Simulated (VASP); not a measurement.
# SrTiO3 (Amm2) in VASP: single point with PBE

Aim: the single point of SrTiO3 with PBE.

Program: VASP 6.6.1. These are calculated values, not measurements. Logs are shortened: lines on timing, memory, paths and dates and some standing lists are left out, and cuts for length are marked.

### Step 1. The cell of the first run

Symmetry: Amm2, No. 38, orthorhombic system. The conventional cell has a = 3.936 Å, b = 5.567 Å, c = 5.567 Å, α = 90.00°, β = 90.00°, γ = 90.00°. Sr (site symmetry mm2) has 12 O at 2.71 to 2.86 Å and 8 Ti at 3.35 to 3.47 Å within 3.6 Å. Ti (site symmetry mm2) has 6 O at 1.97 Å within 2.6 Å. O (site symmetry mm2) has 2 Ti at 1.97 Å within 2.6 Å. O (site symmetry m) has 2 Ti at 1.97 Å within 2.6 Å.

### Step 2. Single point, PBE (atom 1 (Sr) moved +0.075 Å towards its neighbour atom 3 (O) at 2.783 Å)

The input, INCAR:

```
SYSTEM = SrTiO3
ALGO = Normal ; EDIFF = 1E-6
ENCUT = 520 ; GGA = PE
ISIF = 2 ; ISMEAR = 0
LASPH = .TRUE. ; LCHARG = .FALSE.
LREAL = .FALSE. ; LWAVE = .FALSE.
NBANDS = 28 ; NELM = 60
PREC = Accurate ; SIGMA = 0.05
```

The input, KPOINTS:

```
k-points
0
G
  8 8 8
  0 0 0
```

The input, POSCAR:

```
SrTiO3
1.0
    3.9364035669      0.0000000000      0.0000000000
    0.0000000000      3.9364035669      0.0000000000
    0.0000000000      0.0000000000      3.9364035669
Sr Ti O
1 1 3
Direct
    0.0000000000     -0.0134724521     -0.0134724521
    0.5000000000      0.5000000000      0.5000000000
    0.0000000000      0.5000000000      0.5000000000
    0.5000000000      0.0000000000      0.5000000000
    0.5000000000      0.5000000000      0.0000000000
```

Potentials or basis: VASP PAW PBE potentials, release 64 (Sr_sv, Ti_sv, O).

Started as:

```
$ cat potpaw_PBE.64/Sr_sv/POTCAR potpaw_PBE.64/Ti_sv/POTCAR potpaw_PBE.64/O/POTCAR > POTCAR
$ mpirun -np 1 vasp_std > vasp.out
```

OUTCAR:

```text
SYSTEM = SrTiO3
   EDIFF = 1E-6
   ENCUT = 520
   GGA = PE
   ISIF = 2
   ISMEAR = 0
   LASPH = .TRUE.
   LREAL = .FALSE.
   NELM = 60
   PREC = Accurate

 ion  position               nearest neighbor table
   1  0.000  0.987  0.987-   3 2.71   4 2.75   5 2.75   4 2.75   5 2.75   3 2.78   3 2.78   5 2.82
                             4 2.82   4 2.82   5 2.82   3 2.86   2 3.35   2 3.35   2 3.41   2 3.41
   2  0.500  0.500  0.500-   3 1.97   4 1.97   5 1.97   5 1.97   4 1.97   3 1.97   1 3.35   1 3.35
                             1 3.41   1 3.41   1 3.41   1 3.41   1 3.47   1 3.47
   3  0.000  0.500  0.500-   2 1.97   2 1.97   1 2.71   1 2.78   1 2.78   1 2.86
   4  0.500  0.000  0.500-   2 1.97   2 1.97   1 2.75   1 2.75   1 2.82   1 2.82
   5  0.500  0.500  0.000-   2 1.97   2 1.97   1 2.75   1 2.75   1 2.82   1 2.82

  LATTYP: Found a simple cubic cell.
 ALAT       =     3.9364035669

  Lattice vectors:

 A1 = (   3.9364035669,   0.0000000000,   0.0000000000)
 A2 = (   0.0000000000,   3.9364035669,   0.0000000000)
 A3 = (   0.0000000000,   0.0000000000,   3.9364035669)

Analysis of symmetry for initial positions (statically):
=====================================================================
 Subroutine PRICEL returns:
 Original cell was already a primitive cell.

 Routine SETGRP: Setting up the symmetry group for a
 simple cubic supercell.

 Subroutine GETGRP returns: Found  4 space group operations
 (whereof  4 operations were pure point group operations)
 out of a pool of 48 trial point group operations.

The static configuration has the point symmetry C_2v.

Analysis of symmetry for dynamics (positions and initial velocities):
=====================================================================
 Subroutine PRICEL returns:
 Original cell was already a primitive cell.

 Routine SETGRP: Setting up the symmetry group for a
 simple cubic supercell.

 Subroutine GETGRP returns: Found  4 space group operations
 (whereof  4 operations were pure point group operations)
 out of a pool of 48 trial point group operations.

The dynamic configuration has the point symmetry C_2v.

 Subroutine INISYM returns: Found  4 space group operations
 (whereof  4 operations are pure point group operations),
 and found     1 'primitive' translations

----------------------------------------------------------------------------------------

                                     Primitive cell

  volume of cell :      60.9956

  direct lattice vectors                    reciprocal lattice vectors
     3.936403567  0.000000000  0.000000000     0.254038993  0.000000000  0.000000000
     0.000000000  3.936403567  0.000000000     0.000000000  0.254038993  0.000000000
     0.000000000  0.000000000  3.936403567     0.000000000  0.000000000  0.254038993

  length of vectors
     3.936403567  3.936403567  3.936403567     0.254038993  0.254038993  0.254038993

  position of ions in fractional coordinates (direct lattice)
     0.000000000  0.986527548  0.986527548
     0.500000000  0.500000000  0.500000000
     0.000000000  0.500000000  0.500000000
     0.500000000  0.000000000  0.500000000
     0.500000000  0.500000000  0.000000000

  ion indices of the primitive-cell ions
   primitive index   ion index
                 1           1
                 2           2
                 3           3
                 4           4
                 5           5

----------------------------------------------------------------------------------------

 KPOINTS: k-points

Automatic generation of k-mesh.
 Grid dimensions read from file:
 generate k-points for:    8    8    8

 Generating k-lattice:

  Cartesian coordinates                     Fractional coordinates (reciprocal lattice)
     0.031754874  0.000000000  0.000000000     0.125000000  0.000000000  0.000000000
     0.000000000  0.031754874  0.000000000     0.000000000  0.125000000  0.000000000
     0.000000000  0.000000000  0.031754874     0.000000000  0.000000000  0.125000000

  Length of vectors
     0.031754874  0.031754874  0.031754874

  Shift w.r.t. Gamma in fractional coordinates (k-lattice)
     0.000000000  0.000000000  0.000000000

 Subroutine IBZKPT returns following result:
 ===========================================

 Found    105 irreducible k-points:

 Following reciprocal coordinates:
            Coordinates               Weight
  0.000000  0.000000  0.000000      1.000000
  0.125000  0.000000  0.000000      2.000000
  0.000000  0.125000  0.000000      4.000000
  0.250000  0.000000  0.000000      2.000000
  0.000000  0.250000  0.000000      4.000000
  0.375000  0.000000  0.000000      2.000000
[... 16 lines left out ...]
  0.125000  0.000000  0.500000      4.000000
  0.250000  0.250000  0.000000      8.000000
 [... further k-points ...]
   k-points           NKPTS =    105   k-points in BZ     NKDIM =    105   number of bands    NBANDS=     28
   number of dos      NEDOS =    301   number of ions     NIONS =      5
   total plane-waves  NPLWV =  27000
   dimension x,y,z NGX =    30 NGY =   30 NGZ =   30
   dimension x,y,z NGXF=    60 NGYF=   60 NGZF=   60
   ions per type =               1   1   3
   NGX,Y,Z   is equivalent  to a cutoff of  12.67, 12.67, 12.67 a.u.
   NGXF,Y,Z  is equivalent  to a cutoff of  25.34, 25.34, 25.34 a.u.
 SYSTEM =  SrTiO3
   PREC   = accura    normal or accurate (medium, high low for compatibility)
   ISTART =      0    job   : 0-new  1-cont  2-samecut
   ICHARG =      2    charge: 1-file 2-atom 10-const
   ISPIN  =      1    spin polarized calculation?
   LNONCOLLINEAR =      F non collinear calculations
   LSORBIT =      F    spin-orbit coupling
   LASPH  =      T    aspherical Exc in radial PAW
   ENCUT  =  520.0 eV  38.22 Ry    6.18 a.u.   7.32  7.32  7.32*2*pi/ulx,y,z
   NELM   =     60;   NELMIN=  2; NELMDL= -5     # of ELM steps
   EDIFF  = 0.1E-05   stopping-criterion for ELM
   LREAL  =      F    real-space projection
   EDIFFG = 0.1E-04   stopping-criterion for IOM
   NSW    =      0    number of steps for IOM
   IBRION =     -1    ionic relax: 0-MD 1-quasi-New 2-CG
   NFREE  =      0    steps in history (QN), initial steepest desc. (CG)
   ISIF   =      2    stress and relaxation
   ISYM   =      2    0-nonsym 1-usesym 2-fastsym
   POTIM  = 0.5000    time-step for ionic-motion
   TEBEG  =    0.0;   TEEND  =   0.0 temperature during run
   PSTRESS=    0.0 pullay stress
   NELECT =      40.0000    total number of electrons
   NUPDOWN=      -1.0000    fix difference up-down
   EMIN   =  10.00;   EMAX   =-10.00  energy-range for DOS
   EFERMI =   0.00;   METHOD = LEGACY
   ISMEAR =     0;   SIGMA  =   0.05  broadening in eV -4-tet -1-fermi 0-gaus
   EFERMI_NEDOS =   21; number of points for ismear=-14 and -15
   IALGO  =     38    algorithm
   IMIX   =      4    mixing-type and parameters
     AMIX     =   0.40;   BMIX     =  1.00
     AMIX_MAG =   1.60;   BMIX_MAG =  1.00
  volume/ion in A,a.u.               =      12.20        82.32
  Fermi-wavevector in a.u.,A,eV,Ry     =   1.422313  2.687782 27.524240  2.022975
  Thomas-Fermi vector in A             =   2.543030
   LORBIT       =      0    0 simple, 1 ext, 2 COOP (PROOUT), +10 PAW based schemes
   GGA     = PE    functional components
   LHFCALC =     F    Hartree Fock is set to
   AEXX    =    0.0000 exact exchange contribution
   IVDW    =     0    specifies the selected vdW correction
   LEPSILON=     F    determine dielectric tensor
   LRPA    =     F    only Hartree local field effects (RPA)
 non-spin polarized calculation
 Gauss-broadening in eV      SIGMA  =   0.05
  energy-cutoff  :      520.00
  volume of cell :       61.00
 maximum number of plane-waves:      1671
 NGX is ok and might be reduce to    30
   NGX = 15   NGY = 15   NGZ = 15

 number of electron      39.9999990 magnetization

 Free energy of the ion-electron system (eV)
  ---------------------------------------------------
  ext. energy  EPLUGINS =         0.00000000
  ---------------------------------------------------
  free energy    TOTEN  =       -40.09367416 eV

  energy without entropy =      -40.09367416  energy(sigma->0) =      -40.09367416

 E-fermi :   4.3591     XC(G=0): -11.1429

 val. band max:        3.9664716538   @ k =   0.5000   0.5000   0.5000
 cond. band min:       5.7745045746   @ k =   0.0000   0.0000   0.0000
 fundamental gap:      1.8080329208
 Fermi energy:         4.3590861663

 k-point     1 :       0.0000    0.0000    0.0000
  band No.  band energies     occupation
      1     -52.5973      2.00000
      2     -28.8895      2.00000
      3     -28.8288      2.00000
      4     -28.8279      2.00000
      5     -28.8268      2.00000
      6     -13.3769      2.00000
[... 20 lines left out ...]
     27       9.3669      0.00000
     28       9.9690      0.00000

 k-point     2 :       0.1250    0.0000    0.0000
  band No.  band energies     occupation
      1     -52.5971      2.00000
      2     -28.9083      2.00000
      3     -28.8288      2.00000
      4     -28.8275      2.00000
      5     -28.8138      2.00000
      6     -13.3819      2.00000
[... 20 lines left out ...]
     27       9.6275      0.00000
     28      10.3371      0.00000

 k-point     3 :       0.0000    0.1250    0.0000
  band No.  band energies     occupation
      1     -52.5971      2.00000
      2     -28.9081      2.00000
      3     -28.8285      2.00000
      4     -28.8281      2.00000
      5     -28.8138      2.00000
      6     -13.3826      2.00000
[... 20 lines left out ...]
     27       9.6322      0.00000
     28      10.3371      0.00000

 k-point     4 :       0.2500    0.0000    0.0000
  band No.  band energies     occupation
      1     -52.5966      2.00000
      2     -28.9428      2.00000
      3     -28.8276      2.00000
      4     -28.8266      2.00000
      5     -28.7946      2.00000
      6     -13.4406      2.00000
[... 578 lines left out ...]
     27      11.5235      0.00000
     28      12.1186      0.00000

 k-point    23 :       0.1250    0.0000    0.5000
  band No.  band energies     occupation
      1     -52.5958      2.00000
      2     -28.9735      2.00000
      3     -28.8359      2.00000
      4     -28.8253      2.00000
      5     -28.7816      2.00000
      6     -13.5031      2.00000
[... 20 lines left out ...]
     27      11.5255      0.00000
     28      12.1218      0.00000

 k-point    24 :       0.2500    0.2500    0.0000
  band No.  band energies     occupation
      1     -52.5960      2.00000
      2     -28.9370      2.00000
      3     -28.8592      2.00000
      4     -28.8257      2.00000
      5     -28.7897      2.00000
      6     -13.3024      2.00000
[... 20 lines left out ...]
     27      11.1607      0.00000
     28      11.7650      0.00000

 [... further k-points ...]
[... 5 lines left out ...]
  --------------------------------------------------------------------------------------
  -------------------------------------------------------------------------------------
  Total        0.3008643      0.2961424      0.2961424      0.0000000      0.0529523      0.0000000
  in kB        7.9028265      7.7787956      7.7787956      0.0000000      1.3909025      0.0000000
  external PRESSURE =       7.8201392 kB  Pullay stress =       0.0000000 kB

 VOLUME and BASIS-vectors are now :
 -----------------------------------------------------------------------------
  energy-cutoff  :      520.00
  volume of cell :       61.00
      direct lattice vectors                 reciprocal lattice vectors
     3.936403567  0.000000000  0.000000000     0.254038993  0.000000000  0.000000000
     0.000000000  3.936403567  0.000000000     0.000000000  0.254038993  0.000000000
     0.000000000  0.000000000  3.936403567     0.000000000  0.000000000  0.254038993

 POSITION                                       TOTAL-FORCE (eV/Angst)
 -----------------------------------------------------------------------------------
      0.00000      3.88337      3.88337         0.000000      0.182370      0.182370
      1.96820      1.96820      1.96820         0.000000     -0.151392     -0.151392
      0.00000      1.96820      1.96820         0.000000      0.013709      0.013709
      1.96820      0.00000      1.96820         0.000000     -0.059972      0.015285
      1.96820      1.96820      0.00000         0.000000      0.015285     -0.059972
 -----------------------------------------------------------------------------------
    total drift:                                0.000000      0.000060      0.000060

  FREE ENERGIE OF THE ION-ELECTRON SYSTEM (eV)
  ---------------------------------------------------
  free  energy   TOTEN  =       -40.0936741626 eV

  energy  without entropy=      -40.0936741626  energy(sigma->0) =      -40.09367416
```

It took 4.5 min on 1 thread of Intel Xeon 8259CL, shared host; peak memory 0.3 GiB.

Results:

```
Free energy            : -40.0937 eV
Pressure               : 0.8 GPa
Largest force          : 0.258 eV/Å
Band gap on the k mesh : 1.81 eV (least direct gap 2.18 eV)
```

Forces on the atoms (eV/Å):
```
Sr   0.000  0.182  0.182
Ti   0.000 -0.151 -0.151
O    0.000  0.014  0.014
O    0.000 -0.060  0.015
O    0.000  0.015 -0.060
```

Stress tensor (GPa, compression positive):
```
0.79 0.00 0.00
0.00 0.78 0.14
0.00 0.14 0.78
```

Caveat: the cell differs from its parent crystal (atom 1 (Sr) moved +0.075 Å towards its neighbour atom 3 (O) at 2.783 Å). A k mesh can miss the band edges.
